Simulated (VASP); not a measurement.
# Fe (Fmmm) in VASP: a series of runs

The runs below take Fe through single point, with PBE.

Program: VASP 6.6.1. These are calculated values, not measurements. Logs are shortened: lines on timing, memory, paths and dates and some standing lists are left out, and cuts for length are marked.

## 1. The cell of the first run

It takes space group Fmmm (No. 69, orthorhombic). Conventional cell: a = 3.400 Å, b = 3.452 Å, c = 3.710 Å, α = 90.00°, β = 90.00°, γ = 90.00°. Within 3.2 Å of Fe (site symmetry mmm) lie 12 Fe at 2.42 to 2.53 Å.

## 2. Single point, PBE, collinear spin, antiferromagnetic start

Contents of INCAR:

```
SYSTEM = Fe
PREC = Accurate ; ENCUT = 520
EDIFF = 1E-6 ; ISMEAR = -1
SIGMA = 0.05 ; LREAL = .False.
LASPH = .True. ; NELM = 150
ALGO = Normal ; ISIF = 2
LWAVE = .False. ; LCHARG = .False.
ISPIN = 2 ; MAGMOM = -3 3
LORBIT = 11 ; LMAXMIX = 4
GGA = PE ; NBANDS = 19
```

Contents of KPOINTS:

```
regular mesh
0
Gamma
  12 12 8
  0 0 0
```

Contents of POSCAR:

```
Fe
1.0
    1.7000753688     -1.7262356591      0.0000000000
    1.7000753688      1.7262356591      0.0000000000
    0.0000000000      0.0000000000      3.7097032485
Fe
2
Direct
    0.5000000000      0.5000000000      0.5000000000
    0.0000000000      0.0000000000      0.0000000000
```

Potentials or basis: VASP PAW PBE potentials, release 64 (Fe).

Launch:

```bash
$ cat potpaw_PBE.64/Fe/POTCAR > POTCAR
$ mpirun -np 1 vasp_std > vasp.out
```

OUTCAR:

```text
SYSTEM = Fe
   PREC = Accurate
   ENCUT = 520
   EDIFF = 1E-6
   ISMEAR = -1
   LREAL = .False.
   LASPH = .True.
   NELM = 150
   ISIF = 2
   ISPIN = 2
   LORBIT = 11
   GGA = PE

 ion  position               nearest neighbor table
   1  0.500  0.500  0.500-   2 2.52   2 2.52   2 2.52   2 2.52   2 2.53   2 2.53   2 2.53   2 2.53

   2  0.000  0.000  0.000-   1 2.52   1 2.52   1 2.52   1 2.52   1 2.53   1 2.53   1 2.53   1 2.53

  LATTYP: Found a base centered orthorhombic cell.
 ALAT       =     3.4001507376
 B/A-ratio  =     1.0153877239
 C/A-ratio  =     1.0910408199

  Lattice vectors:

 A1 = (   1.7000753688,  -1.7262356591,   0.0000000000)
 A2 = (   1.7000753688,   1.7262356591,   0.0000000000)
 A3 = (   0.0000000000,   0.0000000000,   3.7097032485)

Analysis of symmetry for initial positions (statically):
=====================================================================
 Subroutine PRICEL returns following result:

  LATTYP: Found a face centered orthorhombic cell.
 ALAT       =     3.4001507376
 B/A-ratio  =     1.0153877239
 C/A-ratio  =     1.0910408199
[... 12 lines left out ...]
 Subroutine GETGRP returns: Found  8 space group operations
 (whereof  8 operations were pure point group operations)
 out of a pool of  8 trial point group operations.

The static configuration has the point symmetry D_2h.

Analysis of symmetry for dynamics (positions and initial velocities):
=====================================================================
 Subroutine PRICEL returns following result:

  LATTYP: Found a face centered orthorhombic cell.
 ALAT       =     3.4001507376
 B/A-ratio  =     1.0153877239
 C/A-ratio  =     1.0910408199
[... 12 lines left out ...]
 Subroutine GETGRP returns: Found  8 space group operations
 (whereof  8 operations were pure point group operations)
 out of a pool of  8 trial point group operations.

The dynamic configuration has the point symmetry D_2h.

Analysis of structural, dynamic, and magnetic symmetry:
=====================================================================
 Subroutine PRICEL returns following result:

  LATTYP: Found a face centered orthorhombic cell.
 ALAT       =     3.4001507376
 B/A-ratio  =     1.0153877239
 C/A-ratio  =     1.0910408199
[... 12 lines left out ...]
 Subroutine GETGRP returns: Found  8 space group operations
 (whereof  8 operations were pure point group operations)
 out of a pool of  8 trial point group operations.

The overall configuration has the point symmetry D_2h.

 Subroutine INISYM returns: Found  8 space group operations
 (whereof  8 operations are pure point group operations),
 and found     2 'primitive' translations

----------------------------------------------------------------------------------------

                                     Primitive cell

  volume of cell :      10.8870

  direct lattice vectors                    reciprocal lattice vectors
     0.000000000 -1.726235659 -1.854851624    -0.294104608 -0.289647591 -0.269563341
     1.700075369  0.000000000 -1.854851624     0.294104608  0.289647591 -0.269563341
     1.700075369 -1.726235659  0.000000000     0.294104608 -0.289647591  0.269563341

  length of vectors
     2.533843740  2.516094356  2.422838379     0.493008765  0.493008765  0.493008765

  position of ions in fractional coordinates (direct lattice)
     0.000000000  0.000000000  0.000000000

  ion indices of the primitive-cell ions
   primitive index   ion index
                 1           1

----------------------------------------------------------------------------------------

 KPOINTS: regular mesh

Automatic generation of k-mesh.
 Grid dimensions read from file:
 generate k-points for:   12   12    8

 Generating k-lattice:

  Cartesian coordinates                     Fractional coordinates (reciprocal lattice)
     0.024508717 -0.024137299  0.000000000     0.083333333 -0.000000000  0.000000000
     0.024508717  0.024137299  0.000000000    -0.000000000  0.083333333  0.000000000
     0.000000000  0.000000000  0.033695418     0.000000000  0.000000000  0.125000000

  Length of vectors
     0.034398931  0.034398931  0.033695418

  Shift w.r.t. Gamma in fractional coordinates (k-lattice)
     0.000000000  0.000000000  0.000000000

 Subroutine IBZKPT returns following result:
 ===========================================

 Found    215 irreducible k-points:

 Following reciprocal coordinates:
            Coordinates               Weight
  0.000000  0.000000  0.000000      1.000000
  0.083333  0.000000  0.000000      4.000000
  0.166667  0.000000  0.000000      4.000000
  0.250000  0.000000  0.000000      4.000000
  0.333333 -0.000000  0.000000      4.000000
  0.416667 -0.000000  0.000000      4.000000
[... 16 lines left out ...]
  0.500000  0.166667  0.000000      4.000000
 -0.416667  0.166667  0.000000      4.000000
 [... further k-points ...]
   k-points           NKPTS =    215   k-points in BZ     NKDIM =    215   number of bands    NBANDS=     19
   number of dos      NEDOS =    301   number of ions     NIONS =      2
   total plane-waves  NPLWV =   9072
   dimension x,y,z NGX =    18 NGY =   18 NGZ =   28
   dimension x,y,z NGXF=    36 NGYF=   36 NGZF=   56
   ions per type =               2
   NGX,Y,Z   is equivalent  to a cutoff of  12.35, 12.35, 12.55 a.u.
   NGXF,Y,Z  is equivalent  to a cutoff of  24.70, 24.70, 25.10 a.u.
 SYSTEM =  Fe
   PREC   = accura    normal or accurate (medium, high low for compatibility)
   ISTART =      0    job   : 0-new  1-cont  2-samecut
   ICHARG =      2    charge: 1-file 2-atom 10-const
   ISPIN  =      2    spin polarized calculation?
   LNONCOLLINEAR =      F non collinear calculations
   LSORBIT =      F    spin-orbit coupling
   LASPH  =      T    aspherical Exc in radial PAW
   ENCUT  =  520.0 eV  38.22 Ry    6.18 a.u.   4.50  4.50  6.90*2*pi/ulx,y,z
   NELM   =    150;   NELMIN=  2; NELMDL= -5     # of ELM steps
   EDIFF  = 0.1E-05   stopping-criterion for ELM
   LREAL  =      F    real-space projection
   EDIFFG = 0.1E-04   stopping-criterion for IOM
   NSW    =      0    number of steps for IOM
   IBRION =     -1    ionic relax: 0-MD 1-quasi-New 2-CG
   NFREE  =      0    steps in history (QN), initial steepest desc. (CG)
   ISIF   =      2    stress and relaxation
   ISYM   =      2    0-nonsym 1-usesym 2-fastsym
   POTIM  = 0.5000    time-step for ionic-motion
   TEBEG  =    0.0;   TEEND  =   0.0 temperature during run
   PSTRESS=    0.0 pullay stress
   NELECT =      16.0000    total number of electrons
   NUPDOWN=      -1.0000    fix difference up-down
   EMIN   =  10.00;   EMAX   =-10.00  energy-range for DOS
   EFERMI =   0.00;   METHOD = LEGACY
   ISMEAR =    -1;   SIGMA  =   0.05  broadening in eV -4-tet -1-fermi 0-gaus
   EFERMI_NEDOS =   21; number of points for ismear=-14 and -15
   IALGO  =     38    algorithm
   IMIX   =      4    mixing-type and parameters
     AMIX     =   0.40;   BMIX     =  1.00
     AMIX_MAG =   1.60;   BMIX_MAG =  1.00
  volume/ion in A,a.u.               =      10.89        73.47
  Fermi-wavevector in a.u.,A,eV,Ry     =   1.477301  2.791694 29.693606  2.182418
  Thomas-Fermi vector in A             =   2.591722
   LORBIT       =     11    0 simple, 1 ext, 2 COOP (PROOUT), +10 PAW based schemes
   GGA     = PE    functional components
   LHFCALC =     F    Hartree Fock is set to
   AEXX    =    0.0000 exact exchange contribution
   IVDW    =     0    specifies the selected vdW correction
   LEPSILON=     F    determine dielectric tensor
   LRPA    =     F    only Hartree local field effects (RPA)
 spin polarized calculation
  energy-cutoff  :      520.00
  volume of cell :       21.77
 maximum number of plane-waves:       605
   NGX =  9   NGY =  9   NGZ = 13

 number of electron      16.0000016 magnetization       0.0000000

 number of electron      16.0000016 magnetization      -0.0000000

 Free energy of the ion-electron system (eV)
  ---------------------------------------------------
  ext. energy  EPLUGINS =         0.00000000
  ---------------------------------------------------
  free energy    TOTEN  =       -16.30660334 eV

  energy without entropy =      -16.28718896  energy(sigma->0) =      -16.29689615

 E-fermi :   6.4566     XC(G=0): -13.3860

 val. band max:        6.4529869663   @ k =   0.4167   0.2500   0.0000
 cond. band min:       6.4566735765   @ k =  -0.3333   0.2500   0.5000
 fundamental gap:      0.0036866102
 Fermi energy:         6.4565880903

 spin component 1

 k-point     1 :       0.0000    0.0000    0.0000
  band No.  band energies     occupation
      1      -2.3390      1.00000
      2       1.5452      1.00000
      3       2.3147      1.00000
      4       4.4128      1.00000
      5       4.6596      1.00000
      6       4.7365      1.00000
[... 517 lines left out ...]
     18      26.8197      0.00000
     19      31.5638      0.00000

 [... further k-points ...]

 spin component 2

 k-point     1 :       0.0000    0.0000    0.0000
  band No.  band energies     occupation
      1      -2.3390      1.00000
      2       1.5452      1.00000
      3       2.3147      1.00000
      4       4.4128      1.00000
      5       4.6596      1.00000
      6       4.7365      1.00000
[... 517 lines left out ...]
     18      26.8197      0.00000
     19      31.5638      0.00000

 [... further k-points ...]

------------------------ aborting loop because EDIFF is reached ----------------------------------------

  FORCE on cell =-STRESS in cart. coord.  units (eV):
  Direction    XX          YY          ZZ          XY          YZ          ZX
  --------------------------------------------------------------------------------------
  -------------------------------------------------------------------------------------
  Total       -0.1579861     -0.2752263     -0.2398140     -0.0000000      0.0000000      0.0000000
  in kB      -11.6249723    -20.2517716    -17.6460584     -0.0000000      0.0000000      0.0000000
  external PRESSURE =     -16.5076007 kB  Pullay stress =       0.0000000 kB

 VOLUME and BASIS-vectors are now :
 -----------------------------------------------------------------------------
  energy-cutoff  :      520.00
  volume of cell :       21.77
      direct lattice vectors                 reciprocal lattice vectors
     1.700075369 -1.726235659  0.000000000     0.294104608 -0.289647591  0.000000000
     1.700075369  1.726235659  0.000000000     0.294104608  0.289647591  0.000000000
     0.000000000  0.000000000  3.709703248     0.000000000  0.000000000  0.269563341

 POSITION                                       TOTAL-FORCE (eV/Angst)
 -----------------------------------------------------------------------------------
      1.70008      0.00000      1.85485         0.000000     -0.000000      0.000000
      0.00000      0.00000      0.00000        -0.000000      0.000000      0.000000
 -----------------------------------------------------------------------------------
    total drift:                               -0.000000     -0.000000     -0.000000

  FREE ENERGIE OF THE ION-ELECTRON SYSTEM (eV)
  ---------------------------------------------------
  free  energy   TOTEN  =       -16.3066033427 eV

  energy  without entropy=      -16.2871889607  energy(sigma->0) =      -16.29689615

 total charge

# of ion       s       p       d       tot
------------------------------------------
    1        0.512   0.591   6.251   7.353
    2        0.512   0.591   6.251   7.353
--------------------------------------------------
tot          1.024   1.182  12.501  14.707

 magnetization (x)

# of ion       s       p       d       tot
------------------------------------------
    1       -0.019  -0.038  -1.582  -1.640
    2        0.019   0.038   1.582   1.640
--------------------------------------------------
tot          0.000   0.000   0.000   0.000
```

Run time: 1.9 min. Hardware: 1 thread of Intel Xeon Platinum 8259CL at 2.50GHz (Skylake/Cascade Lake), shared host; peak memory 0.22 GiB.

What came out:

```yaml
Free_energy: -16.3066 eV
Pressure: -1.7 GPa
Band_gap_on_the_k_mesh: zero (filled and empty bands overlap)
Net_moment: 0.00 μB per cell
Site_moments: Fe -1.64, +1.64 μB
Valence_electrons_inside_the_program's_atomic_spheres: Fe 7.35
```

Levels at points of the mesh, in eV from the Fermi level:
Spin up:
```tsv
k point	band 5	band 6	band 7	band 8	band 9	band 10	band 11	band 12
(0.00, 0.00, 0.00)	-1.80	-1.72	-0.81	-0.60	1.17	1.20	1.57	1.57
(0.50, 0.00, 0.00)	-2.24	-1.87	-1.82	-1.05	0.25	0.70	2.14	3.11
(0.50, 0.50, 0.00)	0.31	0.60	0.80	0.84	1.03	1.73	3.27	3.67
(0.00, 0.00, 0.50)	-2.21	-1.29	-1.28	-0.92	-0.77	0.38	0.44	1.51
(0.50, 0.00, 0.50)	-1.70	-1.52	-0.13	-0.04	0.51	0.84	1.05	1.19
(0.50, 0.50, 0.50)	-1.95	-1.88	-1.22	0.27	0.60	1.73	8.61	8.71
```
Spin down:
```tsv
k point	band 6	band 7	band 8	band 9	band 10	band 11
(0.00, 0.00, 0.00)	-1.72	-0.81	-0.60	1.17	1.20	1.57
(0.50, 0.00, 0.00)	-1.87	-1.82	-1.05	0.25	0.70	2.14
(0.50, 0.50, 0.00)	0.60	0.80	0.84	1.03	1.73	3.27
(0.00, 0.00, 0.50)	-1.29	-1.28	-0.92	-0.77	0.38	0.44
(0.50, 0.00, 0.50)	-1.52	-0.13	-0.04	0.51	0.84	1.05
(0.50, 0.50, 0.50)	-1.88	-1.22	0.27	0.60	1.73	8.61
```

## 3. Single point, PBE, collinear spin, antiferromagnetic start

Contents of INCAR:

```
PREC = Accurate
ENCUT = 520
EDIFF = 1E-6
ISMEAR = -1
SIGMA = 0.05
LREAL = F
LASPH = T
NELM = 150
ALGO = Normal
ISIF = 2
LWAVE = F
LCHARG = F
ISPIN = 2
MAGMOM = -1.6 1.6
LORBIT = 11
LMAXMIX = 4
GGA = PE
NBANDS = 19
```

Contents of KPOINTS:

```
regular mesh
0
Gamma
  12 12 8
```

POSCAR is that of step 2.

Potentials or basis: VASP PAW PBE potentials, release 64 (Fe).

Launch:

```bash
$ cat potpaw_PBE.64/Fe/POTCAR > POTCAR
$ mpirun -np 1 vasp_std > vasp.out
```

OUTCAR:

```text
PREC = Accurate
   ENCUT = 520
   EDIFF = 1E-6
   ISMEAR = -1
   LREAL = F
   LASPH = T
   NELM = 150
   ISIF = 2
   ISPIN = 2
   LORBIT = 11
   GGA = PE

 ion  position               nearest neighbor table
   1  0.500  0.500  0.500-   2 2.52   2 2.52   2 2.52   2 2.52   2 2.53   2 2.53   2 2.53   2 2.53

   2  0.000  0.000  0.000-   1 2.52   1 2.52   1 2.52   1 2.52   1 2.53   1 2.53   1 2.53   1 2.53

  LATTYP: Found a base centered orthorhombic cell.
 ALAT       =     3.4001507376
 B/A-ratio  =     1.0153877239
 C/A-ratio  =     1.0910408199

[... 1308 lines left out ...]
  external PRESSURE =     -17.1158300 kB  Pullay stress =       0.0000000 kB

 VOLUME and BASIS-vectors are now :
 -----------------------------------------------------------------------------
  energy-cutoff  :      520.00
  volume of cell :       21.77
      direct lattice vectors                 reciprocal lattice vectors
     1.700075369 -1.726235659  0.000000000     0.294104608 -0.289647591  0.000000000
     1.700075369  1.726235659  0.000000000     0.294104608  0.289647591  0.000000000
     0.000000000  0.000000000  3.709703248     0.000000000  0.000000000  0.269563341

 POSITION                                       TOTAL-FORCE (eV/Angst)
 -----------------------------------------------------------------------------------
      1.70008      0.00000      1.85485         0.000000      0.000000      0.000000
      0.00000      0.00000      0.00000        -0.000000     -0.000000     -0.000000
 -----------------------------------------------------------------------------------
    total drift:                               -0.000000     -0.000000     -0.000000

  FREE ENERGIE OF THE ION-ELECTRON SYSTEM (eV)
  ---------------------------------------------------
  free  energy   TOTEN  =       -16.3066039068 eV

  energy  without entropy=      -16.2871858547  energy(sigma->0) =      -16.29689488

 total charge

# of ion       s       p       d       tot
------------------------------------------
    1        0.512   0.591   6.251   7.353
    2        0.512   0.591   6.251   7.353
--------------------------------------------------
tot          1.024   1.182  12.501  14.707

 magnetization (x)

# of ion       s       p       d       tot
------------------------------------------
    1       -0.019  -0.038  -1.582  -1.640
    2        0.019   0.038   1.582   1.640
--------------------------------------------------
tot          0.000   0.000   0.000   0.000
```

stdout:

```text
POSCAR found type information on POSCAR Fe
 POSCAR found :  1 types and       2 ions
 scaLAPACK will be used
 LDA part: xc-table for (Slater+PW92), standard interpolation
 POSCAR, INCAR and KPOINTS ok, starting setup
 FFT: planning ... GRIDC
 FFT: planning ... GRID_SOFT
 FFT: planning ... GRID
 WAVECAR not read
 entering main loop
```

Wall time 2 min (1 thread of Intel Xeon Platinum 8259CL at 2.50GHz (Skylake/Cascade Lake), shared host); peak memory 0.23 GiB.

Results:

```
Free energy                                           : -16.3066 eV
Pressure                                              : -1.7 GPa
Band gap on the k mesh                                : zero (filled and empty bands overlap)
Net moment                                            : 0.00 μB per cell
Site moments                                          : Fe -1.64, +1.64 μB
Valence electrons inside the program's atomic spheres : Fe 7.35
```

Stress tensor (GPa, compression positive):
```
-1.22  0.00  0.00
 0.00 -2.08  0.00
 0.00  0.00 -1.84
```

Levels at points of the mesh, in eV from the Fermi level:
Spin up:
| k point | band 4 | band 5 | band 6 | band 7 | band 8 | band 9 | band 10 | band 11 | band 12 | band 13 |
| --- | --- | --- | --- | --- | --- | --- | --- | --- | --- | --- |
| (0.00, 0.00, 0.00) | -2.04 | -1.80 | -1.72 | -0.81 | -0.60 | 1.17 | 1.20 | 1.57 | 1.57 | 9.54 |
| (0.50, 0.00, 0.00) | -2.95 | -2.24 | -1.87 | -1.82 | -1.05 | 0.25 | 0.70 | 2.14 | 3.11 | 11.77 |
| (0.50, 0.50, 0.00) | -4.18 | 0.31 | 0.60 | 0.80 | 0.84 | 1.03 | 1.73 | 3.27 | 3.67 | 11.26 |
| (0.00, 0.00, 0.50) | -2.70 | -2.21 | -1.29 | -1.28 | -0.92 | -0.77 | 0.38 | 0.44 | 1.51 | 18.32 |
| (0.50, 0.00, 0.50) | -2.14 | -1.70 | -1.52 | -0.13 | -0.04 | 0.51 | 0.84 | 1.05 | 1.19 | 7.52 |
| (0.50, 0.50, 0.50) | -3.17 | -1.95 | -1.88 | -1.22 | 0.27 | 0.60 | 1.73 | 8.61 | 8.71 | 8.97 |
Spin down:
| k point | band 5 | band 6 | band 7 | band 8 | band 9 | band 10 | band 11 | band 12 |
| --- | --- | --- | --- | --- | --- | --- | --- | --- |
| (0.00, 0.00, 0.00) | -1.80 | -1.72 | -0.81 | -0.60 | 1.17 | 1.20 | 1.57 | 1.57 |
| (0.50, 0.00, 0.00) | -2.24 | -1.87 | -1.82 | -1.05 | 0.25 | 0.70 | 2.14 | 3.11 |
| (0.50, 0.50, 0.00) | 0.31 | 0.60 | 0.80 | 0.84 | 1.03 | 1.73 | 3.27 | 3.67 |
| (0.00, 0.00, 0.50) | -2.21 | -1.29 | -1.28 | -0.92 | -0.77 | 0.38 | 0.44 | 1.51 |
| (0.50, 0.00, 0.50) | -1.70 | -1.52 | -0.13 | -0.04 | 0.51 | 0.84 | 1.05 | 1.19 |
| (0.50, 0.50, 0.50) | -1.95 | -1.88 | -1.22 | 0.27 | 0.60 | 1.73 | 8.61 | 8.71 |
